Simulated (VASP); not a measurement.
# Fe (Im-3m) in VASP: a series of runs

Fe is run at these levels: PBE; tasks: single point.

Everything below comes from runs of VASP 6.6.1. Logs are shortened: lines on timing, memory, paths and dates and some standing lists are left out, and cuts for length are marked.

## Step 1: The cell of the first run

Symmetry: Im-3m, No. 229, cubic system. The conventional cell has a = 2.762 Å, b = 2.762 Å, c = 2.762 Å, α = 90.00°, β = 90.00°, γ = 90.00°. Fe (site symmetry m-3m) has 14 Fe at 2.39 to 2.76 Å within 3.2 Å.

## Step 2: Single point, PBE

INCAR

```
SYSTEM = Fe
ALGO     = Normal         ! electronic algorithm
EDIFF    = 1E-7           ! SCF threshold, eV
ENCUT    = 520            ! plane-wave cutoff, eV
GGA      = PE             ! functional
ISIF     = 2              ! what is computed and relaxed
ISMEAR   = 1              ! smearing method
LASPH    = .True.         ! aspherical terms in the spheres
LCHARG   = .False.        ! write CHGCAR
LREAL    = .False.        ! projectors in reciprocal space
LWAVE    = .False.        ! write WAVECAR
NBANDS   = 10             ! bands
NELM     = 100            ! most SCF steps
PREC     = Accurate       ! precision mode
SIGMA    = 0.01           ! smearing width, eV
```

KPOINTS

```
k-points
0
Gamma
  16 16 16
  0 0 0
```

POSCAR

```
Fe
1.0
   -1.3807996972      1.3807996972      1.3807996972
    1.3807996972     -1.3807996972      1.3807996972
    1.3807996972      1.3807996972     -1.3807996972
Fe
1
Direct
    0.0000000000      0.0000000000      0.0000000000
```

Potentials or basis: VASP PAW PBE potentials, release 64 (Fe).

Launch:

```sh
cat potpaw_PBE.64/Fe/POTCAR > POTCAR
mpirun -np 1 vasp_std > vasp.out
```

OUTCAR:

```text
SYSTEM = Fe
   EDIFF = 1E-7
   ENCUT = 520
   GGA = PE
   ISIF = 2
   ISMEAR = 1
   LASPH = .True.
   LREAL = .False.
   NELM = 100
   PREC = Accurate

 ion  position               nearest neighbor table
   1  0.000  0.000  0.000-

  LATTYP: Found a body centered cubic cell.
 ALAT       =     2.7615993944

  Lattice vectors:

 A1 = (  -1.3807996972,   1.3807996972,   1.3807996972)
 A2 = (   1.3807996972,  -1.3807996972,   1.3807996972)
 A3 = (   1.3807996972,   1.3807996972,  -1.3807996972)

Analysis of symmetry for initial positions (statically):
=====================================================================
 Subroutine PRICEL returns:
 Original cell was already a primitive cell.

 Routine SETGRP: Setting up the symmetry group for a
 body centered cubic supercell.

 Subroutine GETGRP returns: Found 48 space group operations
 (whereof 48 operations were pure point group operations)
 out of a pool of 48 trial point group operations.

The static configuration has the point symmetry O_h .

Analysis of symmetry for dynamics (positions and initial velocities):
=====================================================================
 Subroutine PRICEL returns:
 Original cell was already a primitive cell.

 Routine SETGRP: Setting up the symmetry group for a
 body centered cubic supercell.

 Subroutine GETGRP returns: Found 48 space group operations
 (whereof 48 operations were pure point group operations)
 out of a pool of 48 trial point group operations.

The dynamic configuration has the point symmetry O_h .

 Subroutine INISYM returns: Found 48 space group operations
 (whereof 48 operations are pure point group operations),
 and found     1 'primitive' translations

----------------------------------------------------------------------------------------

                                     Primitive cell

  volume of cell :      10.5306

  direct lattice vectors                    reciprocal lattice vectors
    -1.380799697  1.380799697  1.380799697     0.000000000  0.362109002  0.362109002
     1.380799697 -1.380799697  1.380799697     0.362109002  0.000000000  0.362109002
     1.380799697  1.380799697 -1.380799697     0.362109002  0.362109002  0.000000000

  length of vectors
     2.391615231  2.391615231  2.391615231     0.512099461  0.512099461  0.512099461

  position of ions in fractional coordinates (direct lattice)
     0.000000000  0.000000000  0.000000000

  ion indices of the primitive-cell ions
   primitive index   ion index
                 1           1

----------------------------------------------------------------------------------------

 KPOINTS: k-points

Automatic generation of k-mesh.
 Grid dimensions read from file:
 generate k-points for:   16   16   16

 Generating k-lattice:

  Cartesian coordinates                     Fractional coordinates (reciprocal lattice)
     0.000000000  0.022631813  0.022631813     0.062500000  0.000000000  0.000000000
     0.022631813  0.000000000  0.022631813     0.000000000  0.062500000  0.000000000
     0.022631813  0.022631813  0.000000000     0.000000000  0.000000000  0.062500000

  Length of vectors
     0.032006216  0.032006216  0.032006216

  Shift w.r.t. Gamma in fractional coordinates (k-lattice)
     0.000000000  0.000000000  0.000000000

 Subroutine IBZKPT returns following result:
 ===========================================

 Found    145 irreducible k-points:

 Following reciprocal coordinates:
            Coordinates               Weight
  0.000000  0.000000  0.000000      1.000000
  0.062500  0.000000  0.000000     12.000000
  0.125000  0.000000  0.000000     12.000000
  0.187500  0.000000  0.000000     12.000000
  0.250000  0.000000  0.000000     12.000000
  0.312500  0.000000  0.000000     12.000000
[... 16 lines left out ...]
  0.187500  0.187500  0.000000     24.000000
  0.250000  0.187500 -0.000000     48.000000
 [... further k-points ...]
   k-points           NKPTS =    145   k-points in BZ     NKDIM =    145   number of bands    NBANDS=     10
   number of dos      NEDOS =    301   number of ions     NIONS =      1
   total plane-waves  NPLWV =   5832
   dimension x,y,z NGX =    18 NGY =   18 NGZ =   18
   dimension x,y,z NGXF=    36 NGYF=   36 NGZF=   36
   ions per type =               1
   NGX,Y,Z   is equivalent  to a cutoff of  12.51, 12.51, 12.51 a.u.
   NGXF,Y,Z  is equivalent  to a cutoff of  25.02, 25.02, 25.02 a.u.
 SYSTEM =  Fe
   PREC   = accura    normal or accurate (medium, high low for compatibility)
   ISTART =      0    job   : 0-new  1-cont  2-samecut
   ICHARG =      2    charge: 1-file 2-atom 10-const
   ISPIN  =      1    spin polarized calculation?
   LNONCOLLINEAR =      F non collinear calculations
   LSORBIT =      F    spin-orbit coupling
   LASPH  =      T    aspherical Exc in radial PAW
   ENCUT  =  520.0 eV  38.22 Ry    6.18 a.u.   4.45  4.45  4.45*2*pi/ulx,y,z
   NELM   =    100;   NELMIN=  2; NELMDL= -5     # of ELM steps
   EDIFF  = 0.1E-06   stopping-criterion for ELM
   LREAL  =      F    real-space projection
   EDIFFG = 0.1E-05   stopping-criterion for IOM
   NSW    =      0    number of steps for IOM
   IBRION =     -1    ionic relax: 0-MD 1-quasi-New 2-CG
   NFREE  =      0    steps in history (QN), initial steepest desc. (CG)
   ISIF   =      2    stress and relaxation
   ISYM   =      2    0-nonsym 1-usesym 2-fastsym
   POTIM  = 0.5000    time-step for ionic-motion
   TEBEG  =    0.0;   TEEND  =   0.0 temperature during run
   PSTRESS=    0.0 pullay stress
   NELECT =       8.0000    total number of electrons
   NUPDOWN=      -1.0000    fix difference up-down
   EMIN   =  10.00;   EMAX   =-10.00  energy-range for DOS
   EFERMI =   0.00;   METHOD = LEGACY
   ISMEAR =     1;   SIGMA  =   0.01  broadening in eV -4-tet -1-fermi 0-gaus
   EFERMI_NEDOS =   21; number of points for ismear=-14 and -15
   IALGO  =     38    algorithm
   IMIX   =      4    mixing-type and parameters
     AMIX     =   0.40;   BMIX     =  1.00
     AMIX_MAG =   1.60;   BMIX_MAG =  1.00
  volume/ion in A,a.u.               =      10.53        71.06
  Fermi-wavevector in a.u.,A,eV,Ry     =   1.493783  2.822840 30.359868  2.231387
  Thomas-Fermi vector in A             =   2.606139
   LORBIT       =      0    0 simple, 1 ext, 2 COOP (PROOUT), +10 PAW based schemes
   GGA     = PE    functional components
   LHFCALC =     F    Hartree Fock is set to
   AEXX    =    0.0000 exact exchange contribution
   IVDW    =     0    specifies the selected vdW correction
   LEPSILON=     F    determine dielectric tensor
   LRPA    =     F    only Hartree local field effects (RPA)
 non-spin polarized calculation
 Methfessel and Paxton  Order N= 1 SIGMA  =   0.01
  energy-cutoff  :      520.00
  volume of cell :       10.53
 maximum number of plane-waves:       321
 NGX is ok and might be reduce to    18
   NGX =  9   NGY =  9   NGZ =  9

 number of electron       7.9999996 magnetization

 Free energy of the ion-electron system (eV)
  ---------------------------------------------------
  ext. energy  EPLUGINS =         0.00000000
  ---------------------------------------------------
  free energy    TOTEN  =        -7.76210632 eV

  energy without entropy =       -7.76205622  energy(sigma->0) =       -7.76208962

 E-fermi :   6.6986     XC(G=0): -13.5953

 val. band max:        6.6958845170   @ k =   0.3125   0.1875   0.0625
 cond. band min:       6.7002232850   @ k =   0.1250   0.0625  -0.0000
 fundamental gap:      0.0043387679
 Fermi energy:         6.6986288359

 k-point     1 :       0.0000    0.0000    0.0000
  band No.  band energies     occupation
      1      -2.1795      2.00000
      2       4.9096      2.00000
      3       4.9096      2.00000
      4       4.9096      2.00000
      5       6.6421      2.00000
      6       6.6421      2.00000
      7      32.3105      0.00000
      8      32.3105      0.00000
      9      32.3105      0.00000
     10      38.0653      0.00000

 k-point     2 :       0.0625    0.0000    0.0000
  band No.  band energies     occupation
      1      -2.0072      2.00000
      2       4.8562      2.00000
      3       4.9033      2.00000
      4       5.0096      2.00000
      5       6.5861      2.00000
      6       6.6464      2.00000
      7      31.3505      0.00000
      8      32.1060      0.00000
      9      32.2512      0.00000
     10      37.5491      0.00000

 k-point     3 :       0.1250    0.0000    0.0000
  band No.  band energies     occupation
      1      -1.5042      2.00000
      2       4.7062      2.00000
      3       4.8668      2.00000
      4       5.3005      2.00000
      5       6.4611      2.00000
      6       6.6607      2.00000
      7      29.1602      0.00000
      8      31.3519      0.00000
      9      32.1035      0.00000
     10      36.8007      0.00000

 k-point     4 :       0.1875    0.0000    0.0000
  band No.  band energies     occupation
      1      -0.7191      2.00000
      2       4.4871      2.00000
      3       4.7752      2.00000
      4       5.7544      2.00000
      5       6.3675      2.00000
      6       6.6881      2.05978
      7      26.4447      0.00000
      8      30.0976      0.00000
      9      31.9261      0.00000
     10      34.6249      0.00000
[... 222 lines left out ...]
 k-point    22 :       0.4375    0.1250   -0.0000
  band No.  band energies     occupation
      1       2.1580      2.00000
      2       3.6713      2.00000
      3       5.5568      2.00000
      4       6.5804      2.00000
      5       7.2275      0.00000
      6       9.7316      0.00000
      7      15.2526      0.00000
      8      23.2124      0.00000
      9      27.2333      0.00000
     10      33.0500      0.00000

 k-point    23 :       0.1875    0.1875    0.0000
  band No.  band energies     occupation
      1       1.5341      2.00000
      2       4.0389      2.00000
      3       4.2410      2.00000
      4       6.2642      2.00000
      5       6.9039      0.00000
      6       7.5834      0.00000
      7      22.2872      0.00000
      8      23.3415      0.00000
      9      29.3658      0.00000
     10      33.4920      0.00000

 k-point    24 :       0.2500    0.1875   -0.0000
  band No.  band energies     occupation
      1       2.2325      2.00000
      2       3.8352      2.00000
      3       4.3121      2.00000
      4       6.3656      2.00000
      5       6.9780      0.00000
      6       8.5522      0.00000
      7      19.8863      0.00000
      8      22.0165      0.00000
      9      28.3073      0.00000
     10      33.7189      0.00000

 [... further k-points ...]

------------------------ aborting loop because EDIFF is reached ----------------------------------------

  FORCE on cell =-STRESS in cart. coord.  units (eV):
  Direction    XX          YY          ZZ          XY          YZ          ZX
  --------------------------------------------------------------------------------------
  -------------------------------------------------------------------------------------
  Total       -0.1090232     -0.1090232     -0.1090232      0.0000000     -0.0000000      0.0000000
  in kB      -16.5873600    -16.5873600    -16.5873600      0.0000000     -0.0000000      0.0000000
  external PRESSURE =     -16.5873600 kB  Pullay stress =       0.0000000 kB

 VOLUME and BASIS-vectors are now :
 -----------------------------------------------------------------------------
  energy-cutoff  :      520.00
  volume of cell :       10.53
      direct lattice vectors                 reciprocal lattice vectors
    -1.380799697  1.380799697  1.380799697     0.000000000  0.362109002  0.362109002
     1.380799697 -1.380799697  1.380799697     0.362109002  0.000000000  0.362109002
     1.380799697  1.380799697 -1.380799697     0.362109002  0.362109002  0.000000000

 POSITION                                       TOTAL-FORCE (eV/Angst)
 -----------------------------------------------------------------------------------
      0.00000      0.00000      0.00000         0.000000      0.000000      0.000000
 -----------------------------------------------------------------------------------
    total drift:                                0.000000      0.000000      0.000000

  FREE ENERGIE OF THE ION-ELECTRON SYSTEM (eV)
  ---------------------------------------------------
  free  energy   TOTEN  =        -7.7621063192 eV

  energy  without entropy=       -7.7620562214  energy(sigma->0) =       -7.76208962
```

It took 8.1 s on 1 thread of Intel Xeon Platinum 8488C (Sapphire Rapids), shared host; peak memory 0.13 GiB.

Results:

```
Free energy            : -7.7621 eV
Pressure               : -1.7 GPa
Band gap on the k mesh : zero (band 4 reaches 7.72 eV, above the bottom of band 5 at 5.69 eV)
```

Levels at points of the mesh, in eV from the Fermi level:
```csv
k point,band 2,band 3,band 4,band 5,band 6,band 7
"(0.00, 0.00, 0.00)",-1.79,-1.79,-1.79,-0.06,-0.06,25.61
"(0.50, 0.00, 0.00)",-3.08,-0.08,0.19,0.49,1.34,8.52
"(0.50, 0.50, 0.50)",-4.64,1.02,1.02,1.02,10.55,10.55
```

Caveat: the run has no spin polarisation, though such a crystal can be magnetic.

## Step 3: Single point, PBE

INCAR

```
PREC     = Accurate       # precision mode
ENCUT    = 520            # plane-wave cutoff, eV
EDIFF    = 1E-7           # SCF threshold, eV
ISMEAR   = 1              # smearing method
SIGMA    = 0.03           # smearing width, eV
LREAL    = False          # projectors in reciprocal space
LASPH    = True           # aspherical terms in the spheres
NELM     = 100            # most SCF steps
ALGO     = Normal         # electronic algorithm
ISIF     = 2              # what is computed and relaxed
LWAVE    = False          # write WAVECAR
LCHARG   = False          # write CHGCAR
GGA      = PE             # functional
NBANDS   = 10             # bands
```

KPOINTS

```
regular mesh
0
Gamma
  16 16 16
```

POSCAR is that of step 2.

Potentials or basis: VASP PAW PBE potentials, release 64 (Fe).

Launch:

```sh
cat potpaw_PBE.64/Fe/POTCAR > POTCAR
mpirun -np 1 vasp_std > vasp.out
```

Wall time 7.9 s (1 thread of Intel Xeon Platinum 8488C (Sapphire Rapids), shared host); peak memory 0.13 GiB.

The run converged. Its results:

| Item | Value |
| --- | --- |
| Free energy | -7.7623 eV |
| Pressure | -1.7 GPa |
| Band gap on the k mesh | zero (band 4 reaches 7.72 eV, above the bottom of band 5 at 5.69 eV) |

Levels at points of the mesh, in eV from the Fermi level:
```csv
k point,band 1,band 2,band 3,band 4,band 5,band 6,band 7,band 8,band 9
"(0.00, 0.00, 0.00)",-8.88,-1.79,-1.79,-1.79,-0.06,-0.06,25.61,25.61,25.61
"(0.50, 0.00, 0.00)",-4.89,-3.08,-0.08,0.19,0.49,1.33,8.52,18.97,21.65
"(0.50, 0.50, 0.50)",-4.64,-4.64,1.02,1.02,1.02,10.55,10.55,10.55,16.79
```

Caveat: the run has no spin polarisation, though such a crystal can be magnetic. Spin polarisation is off, so any magnetic state and its effect on volume and gap are missing.

## Step 4: Single point, PBE

INCAR

```
SYSTEM = Fe
PREC = Accurate ; ENCUT = 520
EDIFF = 1E-6 ; ISMEAR = 1
SIGMA = 0.1 ; LREAL = .FALSE.
LASPH = .TRUE. ; NELM = 60
ALGO = Normal ; ISIF = 2
LWAVE = .FALSE. ; LCHARG = .FALSE.
GGA = PE ; NBANDS = 10
```

KPOINTS

```
regular mesh
0
G
  16 16 16
  0 0 0
```

POSCAR is that of step 3.

Launch:

```sh
cat potpaw_PBE.64/Fe/POTCAR > POTCAR
mpirun -np 1 vasp_std > vasp.out
```

Wall time 7.6 s (1 thread of Intel Xeon Platinum 8488C (Sapphire Rapids), shared host); peak memory 0.13 GiB.

The run converged. Its results:

```
Free energy            : -7.7627 eV
Pressure               : -1.6 GPa
Band gap on the k mesh : zero (band 4 reaches 7.72 eV, above the bottom of band 5 at 5.69 eV)
```

Levels at points of the mesh, in eV from the Fermi level:
| k point | band 2 | band 3 | band 4 | band 5 | band 6 | band 7 |
| --- | --- | --- | --- | --- | --- | --- |
| (0.00, 0.00, 0.00) | -1.79 | -1.79 | -1.79 | -0.06 | -0.06 | 25.61 |
| (0.50, 0.00, 0.00) | -3.08 | -0.08 | 0.19 | 0.49 | 1.34 | 8.52 |
| (0.50, 0.50, 0.50) | -4.64 | 1.02 | 1.02 | 1.02 | 10.55 | 10.55 |

Caveat: the run has no spin polarisation, though such a crystal can be magnetic. Spin polarisation is off, so any magnetic state and its effect on volume and gap are missing.

## Step 5: Summary

| smearing | gap on the mesh (eV) | pressure (GPa) |
| --- | --- | --- |
| methfessel-paxton 0.01 eV | none | -1.7 |
| methfessel-paxton 0.03 eV | none | -1.7 |
| methfessel-paxton 0.1 eV | none | -1.6 |

Alike in all rows: task single point; level PBE; potentials or basis VASP PAW PBE potentials, release 64 (Fe); no spin polarisation; cell as given; k mesh 16 × 16 × 16; cutoff (eV) 520.

Every run on the cell as given and a fine mesh finds a metal.

Caveats: the run has no spin polarisation, though such a crystal can be magnetic.

Absolute energies hang on the potentials; compare differences alone.
